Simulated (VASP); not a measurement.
# CaO (Fm-3m) in VASP: further runs

Runs on CaO. Level: PBEsol. Tasks: single point, relaxation of cell and atoms.

All numbers are computed with VASP 6.6.1; they aren't measurements. Logs are shortened: lines on timing, memory, paths and dates and some standing lists are left out, and cuts for length are marked.

### Step 1. The cell of the first run

It takes space group Fm-3m (No. 225, cubic). Conventional cell: a = 4.907 Å, b = 4.907 Å, c = 4.907 Å, α = 90.00°, β = 90.00°, γ = 90.00°. Within 3.2 Å of Ca (site symmetry m-3m) lie 6 O at 2.45 Å. O (site symmetry m-3m) has 6 Ca at 2.45 Å within 3.2 Å.

### Step 2. Single point, PBEsol

File INCAR:

```
SYSTEM = CaO
PREC = Accurate
ENCUT = 600
EDIFF = 1E-6
ISMEAR = 0
SIGMA = 0.1
LREAL = .FALSE.
LASPH = .TRUE.
NELM = 120
ALGO = Normal
ISIF = 2
LWAVE = .FALSE.
LCHARG = .FALSE.
GGA = PS
NBANDS = 15
GGA_COMPAT = .FALSE.
```

File KPOINTS:

```
Automatic mesh
0
G
  6 6 6
  0 0 0
```

File POSCAR:

```
CaO
1.0
    0.0000000000      2.4535000000      2.4535000000
    2.4535000000      0.0000000000      2.4535000000
    2.4535000000      2.4535000000      0.0000000000
Ca O
1 1
Direct
    0.0000000000      0.0000000000      0.0000000000
    0.5000000000      0.5000000000      0.5000000000
```

Potentials or basis: VASP PAW PBE potentials, release 64 (Ca_sv, O).

Started as:

```
cat potpaw_PBE.64/Ca_sv/POTCAR potpaw_PBE.64/O/POTCAR > POTCAR
mpirun -np 1 vasp_std > vasp.out
```

OUTCAR:

```text
SYSTEM = CaO
   PREC = Accurate
   ENCUT = 600
   EDIFF = 1E-6
   ISMEAR = 0
   LREAL = .FALSE.
   LASPH = .TRUE.
   NELM = 120
   ISIF = 2
   GGA = PS

 ion  position               nearest neighbor table
   1  0.000  0.000  0.000-   2 2.45   2 2.45   2 2.45   2 2.45   2 2.45   2 2.45
   2  0.500  0.500  0.500-   1 2.45   1 2.45   1 2.45   1 2.45   1 2.45   1 2.45

  LATTYP: Found a face centered cubic cell.
 ALAT       =     4.9070000000

  Lattice vectors:

 A1 = (   0.0000000000,   2.4535000000,   2.4535000000)
 A2 = (   2.4535000000,   0.0000000000,   2.4535000000)
 A3 = (   2.4535000000,   2.4535000000,   0.0000000000)

Analysis of symmetry for initial positions (statically):
=====================================================================
 Subroutine PRICEL returns:
 Original cell was already a primitive cell.

 Routine SETGRP: Setting up the symmetry group for a
 face centered cubic supercell.

 Subroutine GETGRP returns: Found 48 space group operations
 (whereof 48 operations were pure point group operations)
 out of a pool of 48 trial point group operations.

The static configuration has the point symmetry O_h .

Analysis of symmetry for dynamics (positions and initial velocities):
=====================================================================
 Subroutine PRICEL returns:
 Original cell was already a primitive cell.

 Routine SETGRP: Setting up the symmetry group for a
 face centered cubic supercell.

 Subroutine GETGRP returns: Found 48 space group operations
 (whereof 48 operations were pure point group operations)
 out of a pool of 48 trial point group operations.

The dynamic configuration has the point symmetry O_h .

 Subroutine INISYM returns: Found 48 space group operations
 (whereof 48 operations are pure point group operations),
 and found     1 'primitive' translations

----------------------------------------------------------------------------------------

                                     Primitive cell

  volume of cell :      29.5385

  direct lattice vectors                    reciprocal lattice vectors
     0.000000000  2.453500000  2.453500000    -0.203790503  0.203790503  0.203790503
     2.453500000  0.000000000  2.453500000     0.203790503 -0.203790503  0.203790503
     2.453500000  2.453500000  0.000000000     0.203790503  0.203790503 -0.203790503

  length of vectors
     3.469772975  3.469772975  3.469772975     0.352975506  0.352975506  0.352975506

  position of ions in fractional coordinates (direct lattice)
     0.000000000  0.000000000  0.000000000
     0.500000000  0.500000000  0.500000000

  ion indices of the primitive-cell ions
   primitive index   ion index
                 1           1
                 2           2

----------------------------------------------------------------------------------------

 KPOINTS: Automatic mesh

Automatic generation of k-mesh.
 Grid dimensions read from file:
 generate k-points for:    6    6    6

 Generating k-lattice:

  Cartesian coordinates                     Fractional coordinates (reciprocal lattice)
    -0.033965084  0.033965084  0.033965084     0.166666667  0.000000000  0.000000000
     0.033965084 -0.033965084  0.033965084     0.000000000  0.166666667  0.000000000
     0.033965084  0.033965084 -0.033965084     0.000000000  0.000000000  0.166666667

  Length of vectors
     0.058829251  0.058829251  0.058829251

  Shift w.r.t. Gamma in fractional coordinates (k-lattice)
     0.000000000  0.000000000  0.000000000

 Subroutine IBZKPT returns following result:
 ===========================================

 Found     16 irreducible k-points:

 Following reciprocal coordinates:
            Coordinates               Weight
  0.000000  0.000000  0.000000      1.000000
  0.166667  0.000000  0.000000      8.000000
  0.333333  0.000000  0.000000      8.000000
  0.500000  0.000000  0.000000      4.000000
  0.166667  0.166667  0.000000      6.000000
  0.333333  0.166667  0.000000     24.000000
[... 8 lines left out ...]
 -0.333333  0.333333  0.166667     24.000000
 -0.333333  0.500000  0.166667     12.000000
   k-points           NKPTS =     16   k-points in BZ     NKDIM =     16   number of bands    NBANDS=     15
   number of dos      NEDOS =    301   number of ions     NIONS =      2
   total plane-waves  NPLWV =  21952
   dimension x,y,z NGX =    28 NGY =   28 NGZ =   28
   dimension x,y,z NGXF=    56 NGYF=   56 NGZF=   56
   ions per type =               1   1
   NGX,Y,Z   is equivalent  to a cutoff of  13.42, 13.42, 13.42 a.u.
   NGXF,Y,Z  is equivalent  to a cutoff of  26.83, 26.83, 26.83 a.u.
 SYSTEM =  CaO
   PREC   = accura    normal or accurate (medium, high low for compatibility)
   ISTART =      0    job   : 0-new  1-cont  2-samecut
   ICHARG =      2    charge: 1-file 2-atom 10-const
   ISPIN  =      1    spin polarized calculation?
   LNONCOLLINEAR =      F non collinear calculations
   LSORBIT =      F    spin-orbit coupling
   LASPH  =      T    aspherical Exc in radial PAW
   ENCUT  =  600.0 eV  44.10 Ry    6.64 a.u.   6.93  6.93  6.93*2*pi/ulx,y,z
   NELM   =    120;   NELMIN=  2; NELMDL= -5     # of ELM steps
   EDIFF  = 0.1E-05   stopping-criterion for ELM
   LREAL  =      F    real-space projection
[... 7 lines left out ...]
   TEBEG  =    0.0;   TEEND  =   0.0 temperature during run
   PSTRESS=    0.0 pullay stress
   NELECT =      16.0000    total number of electrons
   NUPDOWN=      -1.0000    fix difference up-down
   EMIN   =  10.00;   EMAX   =-10.00  energy-range for DOS
   EFERMI =   0.00;   METHOD = LEGACY
   ISMEAR =     0;   SIGMA  =   0.10  broadening in eV -4-tet -1-fermi 0-gaus
   EFERMI_NEDOS =   21; number of points for ismear=-14 and -15
   IALGO  =     38    algorithm
   IMIX   =      4    mixing-type and parameters
     AMIX     =   0.40;   BMIX     =  1.00
     AMIX_MAG =   1.60;   BMIX_MAG =  1.00
  volume/ion in A,a.u.               =      14.77        99.67
  Fermi-wavevector in a.u.,A,eV,Ry     =   1.334501  2.521840 24.230504  1.780892
  Thomas-Fermi vector in A             =   2.463277
   LORBIT       =      0    0 simple, 1 ext, 2 COOP (PROOUT), +10 PAW based schemes
   GGA     = PS    functional components
   LHFCALC =     F    Hartree Fock is set to
   AEXX    =    0.0000 exact exchange contribution
   IVDW    =     0    specifies the selected vdW correction
   LEPSILON=     F    determine dielectric tensor
   LRPA    =     F    only Hartree local field effects (RPA)
 non-spin polarized calculation
 Gauss-broadening in eV      SIGMA  =   0.10
  energy-cutoff  :      600.00
  volume of cell :       29.54
 maximum number of plane-waves:      1002
   NGX = 13   NGY = 13   NGZ = 13

 number of electron      16.0000005 magnetization

 Free energy of the ion-electron system (eV)
  ---------------------------------------------------
  ext. energy  EPLUGINS =         0.00000000
  ---------------------------------------------------
  free energy    TOTEN  =       -13.35498525 eV

  energy without entropy =      -13.35498525  energy(sigma->0) =      -13.35498525

 E-fermi :   2.4302     XC(G=0): -10.4306

 val. band max:        1.8542086972   @ k =   0.0000   0.0000   0.0000
 cond. band min:       5.4077770675   @ k =   0.5000   0.5000   0.0000
 fundamental gap:      3.5535683703
 Fermi energy:         2.4302383233

 k-point     1 :       0.0000    0.0000    0.0000
  band No.  band energies     occupation
      1     -35.7896      2.00000
      2     -16.6710      2.00000
      3     -16.6710      2.00000
      4     -16.6710      2.00000
      5     -13.4713      2.00000
      6       1.8542      2.00000
      7       1.8542      2.00000
      8       1.8542      2.00000
      9       5.9398      0.00000
     10       7.8977      0.00000
     11       7.8977      0.00000
     12       7.8977      0.00000
     13       9.3261      0.00000
     14       9.3261      0.00000
     15      16.3064      0.00000

 k-point     2 :       0.1667    0.0000    0.0000
  band No.  band energies     occupation
      1     -35.7696      2.00000
      2     -16.9381      2.00000
      3     -16.6829      2.00000
      4     -16.6829      2.00000
      5     -13.1818      2.00000
      6       1.0055      2.00000
      7       1.5358      2.00000
      8       1.5358      2.00000
      9       7.0486      0.00000
     10       7.8442      0.00000
     11       8.3297      0.00000
     12       8.3297      0.00000
     13       9.8980      0.00000
     14       9.8980      0.00000
     15      17.0976      0.00000

 k-point     3 :       0.3333    0.0000    0.0000
  band No.  band energies     occupation
      1     -35.7293      2.00000
      2     -17.3794      2.00000
      3     -16.7066      2.00000
      4     -16.7066      2.00000
      5     -12.6919      2.00000
      6      -0.1992      2.00000
      7       0.9919      2.00000
      8       0.9919      2.00000
      9       8.1215      0.00000
     10       8.9315      0.00000
     11       9.3189      0.00000
     12       9.3189      0.00000
     13      11.0896      0.00000
     14      11.0896      0.00000
     15      16.2594      0.00000
[... 199 lines left out ...]
 k-point    15 :      -0.3333    0.3333    0.1667
  band No.  band energies     occupation
      1     -35.6903      2.00000
      2     -17.2635      2.00000
      3     -16.9460      2.00000
      4     -16.8313      2.00000
      5     -12.8123      2.00000
      6       0.1778      2.00000
      7       0.7758      2.00000
      8       0.8954      2.00000
      9       8.1180      0.00000
     10       8.1321      0.00000
     11      10.0996      0.00000
     12      10.6110      0.00000
     13      11.5183      0.00000
     14      14.0326      0.00000
     15      14.6808      0.00000

 k-point    16 :      -0.3333    0.5000    0.1667
  band No.  band energies     occupation
      1     -35.6843      2.00000
      2     -17.0972      2.00000
      3     -16.9718      2.00000
      4     -16.9410      2.00000
      5     -13.0022      2.00000
      6       0.6183      2.00000
      7       0.8340      2.00000
      8       1.0380      2.00000
      9       6.7114      0.00000
     10       9.2043      0.00000
     11       9.7768      0.00000
     12      11.0397      0.00000
     13      11.1578      0.00000
     14      14.0498      0.00000
     15      14.5752      0.00000

------------------------ aborting loop because EDIFF is reached ----------------------------------------

  FORCE on cell =-STRESS in cart. coord.  units (eV):
  Direction    XX          YY          ZZ          XY          YZ          ZX
  --------------------------------------------------------------------------------------
  -------------------------------------------------------------------------------------
  Total       -1.4592688     -1.4592688     -1.4592688      0.0000000     -0.0000000      0.0000000
  in kB      -79.1512370    -79.1512370    -79.1512370      0.0000000     -0.0000000      0.0000000
  external PRESSURE =     -79.1512370 kB  Pullay stress =       0.0000000 kB

 VOLUME and BASIS-vectors are now :
 -----------------------------------------------------------------------------
  energy-cutoff  :      600.00
  volume of cell :       29.54
      direct lattice vectors                 reciprocal lattice vectors
     0.000000000  2.453500000  2.453500000    -0.203790503  0.203790503  0.203790503
     2.453500000  0.000000000  2.453500000     0.203790503 -0.203790503  0.203790503
     2.453500000  2.453500000  0.000000000     0.203790503  0.203790503 -0.203790503

 POSITION                                       TOTAL-FORCE (eV/Angst)
 -----------------------------------------------------------------------------------
      0.00000      0.00000      0.00000        -0.000000      0.000000      0.000000
      2.45350      2.45350      2.45350         0.000000      0.000000     -0.000000
 -----------------------------------------------------------------------------------
    total drift:                                0.000000      0.000000      0.000000

  FREE ENERGIE OF THE ION-ELECTRON SYSTEM (eV)
  ---------------------------------------------------
  free  energy   TOTEN  =       -13.3549852450 eV

  energy  without entropy=      -13.3549852450  energy(sigma->0) =      -13.35498525
```

It took 20 s on 1 thread of Intel Xeon 8259CL, shared host; peak memory 0.16 GiB.

What came out:

| Item | Value |
| --- | --- |
| Free energy | -13.3550 eV |
| Pressure | -7.9 GPa |
| Band gap on the k mesh | 3.55 eV (least direct gap 3.94 eV) |

Levels at points of the mesh, in eV from the valence-band top:
```
           k point  band 5  band 6  band 7  band 8  band 9  band 10  band 11  band 12
(0.00, 0.00, 0.00)  -15.33    0.00    0.00    0.00    4.09     6.04     6.04     6.04
(0.50, 0.00, 0.00)  -14.33   -2.55   -1.10   -1.10    6.73     7.87     8.04     8.04
(0.50, 0.50, 0.00)  -15.08   -1.34   -0.39   -0.39    3.55     7.59     8.58     9.18
```

Caveat: the cell stands under tension; the PAW data sets were made with another functional, which shifts forces and pressure a little.

### Step 3. Single point, PBEsol

This run uses another cell than the first one, of 13.55 Å³/atom.

File INCAR:

```
SYSTEM = CaO
PREC     = Accurate       ! precision mode
ENCUT    = 600            ! plane-wave cutoff, eV
EDIFF    = 1E-6           ! SCF threshold, eV
ISMEAR   = 0              ! smearing method
SIGMA    = 0.1            ! smearing width, eV
LREAL    = .False.        ! projectors in reciprocal space
LASPH    = .True.         ! aspherical terms in the spheres
NELM     = 120            ! most SCF steps
ALGO     = Normal         ! electronic algorithm
ISIF     = 2              ! what is computed and relaxed
LWAVE    = .False.        ! write WAVECAR
LCHARG   = .True.         ! write CHGCAR
GGA      = PS             ! functional
LELF     = .True.         ! ELF
LVHAR    = .True.       
NBANDS   = 15             ! bands
GGA_COMPAT= .False.
```

File KPOINTS:

```
regular mesh
0
Gamma
  8 8 8
  0 0 0
```

File POSCAR:

```
CaO
1.0
    0.0000000000      2.3838150173      2.3838150173
    2.3838150173      0.0000000000      2.3838150173
    2.3838150173      2.3838150173      0.0000000000
Ca O
1 1
Direct
    0.0000000000      0.0000000000      0.0000000000
    0.5000000000      0.5000000000      0.5000000000
```

Potentials or basis: VASP PAW PBE potentials, release 64 (Ca_sv, O).

Started as:

```
cat potpaw_PBE.64/Ca_sv/POTCAR potpaw_PBE.64/O/POTCAR > POTCAR
mpirun -np 1 vasp_std > vasp.out
```

Run time: 30 s. Hardware: 1 thread of Intel Xeon 8259CL, shared host; peak memory 0.16 GiB.

Results (log left out):

- Free energy: -13.4133 eV
- Pressure: 0.5 GPa
- Band gap on the k mesh: 3.52 eV (least direct gap 3.90 eV)

Levels at points of the mesh, in eV from the valence-band top:
| k point | band 4 | band 5 | band 6 | band 7 | band 8 | band 9 | band 10 | band 11 | band 12 | band 13 |
| --- | --- | --- | --- | --- | --- | --- | --- | --- | --- | --- |
| (0.00, 0.00, 0.00) | -18.11 | -15.49 | 0.00 | 0.00 | 0.00 | 4.76 | 6.25 | 6.25 | 6.25 | 7.83 |
| (0.50, 0.00, 0.00) | -18.17 | -14.14 | -2.75 | -1.27 | -1.27 | 7.13 | 8.51 | 8.51 | 8.52 | 10.68 |
| (0.50, 0.50, 0.00) | -18.37 | -15.25 | -1.31 | -0.37 | -0.37 | 3.52 | 8.22 | 9.06 | 9.76 | 9.76 |

Caveat: the PAW data sets were made with another functional, which shifts forces and pressure a little. A k mesh can miss the band edges.

### Step 4. Single point, PBEsol

This run uses another cell than the first one, of 13.54 Å³/atom.

File INCAR:

```
PREC = Accurate
ENCUT = 600
EDIFF = 1E-6
ISMEAR = 0
SIGMA = 0.02
LREAL = F
LASPH = T
NELM = 120
ALGO = Normal
ISIF = 2
LWAVE = F
LCHARG = T
GGA = PS
LELF = T
LVHAR = T
NBANDS = 15
GGA_COMPAT = F
```

File KPOINTS:

```
Automatic mesh
0
Gamma
  8 8 8
```

File POSCAR:

```
CaO
1.0
    0.0000000000      2.3834973443      2.3834973443
    2.3834973443      0.0000000000      2.3834973443
    2.3834973443      2.3834973443      0.0000000000
Ca O
1 1
Direct
    0.0000000000      0.0000000000      0.0000000000
    0.5000000000      0.5000000000      0.5000000000
```

Started as:

```
cat potpaw_PBE.64/Ca_sv/POTCAR potpaw_PBE.64/O/POTCAR > POTCAR
mpirun -np 1 vasp_std > vasp.out
```

It took 28 s on 1 thread of Intel Xeon 8259CL, shared host; peak memory 0.16 GiB.

Results (log left out):

```
Free energy            : -13.4132 eV
Pressure               : 0.5 GPa
Band gap on the k mesh : 3.52 eV (least direct gap 3.89 eV)
```

Levels at points of the mesh, in eV from the valence-band top:
```csv
k point,band 4,band 5,band 6,band 7,band 8,band 9,band 10,band 11,band 12,band 13
"(0.00, 0.00, 0.00)",-18.11,-15.49,0.00,0.00,0.00,4.76,6.25,6.25,6.25,7.83
"(0.50, 0.00, 0.00)",-18.17,-14.14,-2.75,-1.27,-1.27,7.13,8.51,8.51,8.52,10.68
"(0.50, 0.50, 0.00)",-18.37,-15.25,-1.31,-0.37,-0.37,3.52,8.23,9.07,9.76,9.76
```

Caveat: the PAW data sets were made with another functional, which shifts forces and pressure a little. A k mesh can miss the band edges.

(Continued in part 2 of 2.)
